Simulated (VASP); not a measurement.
Pt: single point with revPBE

The system is Pt.

```
Pt
1.0
     0.00000    2.90755    2.90755
     2.90755    0.00000    2.90755
     2.90755    2.90755    0.00000
Pt
2
Cartesian
  0.7269 0.7269 0.7269
  5.0882 5.0882 5.0882
```

This isn't the form of Pt at room conditions, which is fcc.

```yaml
Program: VASP 6.6.1
Task: single point
Functional: revPBE
Potentials_or_basis: VASP PAW PBE potentials, release 64 (Pt)
Cutoff: 520 eV
k_mesh: 11 × 11 × 11
Occupations: fermi-dirac, width 0.1 eV
Spin: no spin polarisation
Dipole_correction: no
Further_INCAR_settings: ALGO = Normal; EDIFF = 1e-06; NBANDS = 17
```

| Quantity | Value |
| --- | --- |
| Pressure | -0.3 GPa |
| Band gap on the k mesh | zero (bands 10 and 11 overlap by 0.58 eV) |

Levels at points of the mesh, in eV from the Fermi level:
```tsv
k point	band 6	band 7	band 8	band 9	band 10	band 11	band 12	band 13	band 14	band 15
(0.00, 0.00, 0.00)	-4.15	-1.77	-1.77	-1.77	-0.10	-0.10	10.35	10.57	11.37	11.37
```

Wall time 58 s on 1 thread of AMD EPYC 7R13, with other jobs on the host, peak memory 0.17 GiB.

Caveat: the PAW data sets were made with another functional, which shifts forces and pressure a little; spin-orbit coupling is left out, which moves the levels of the heavy elements.
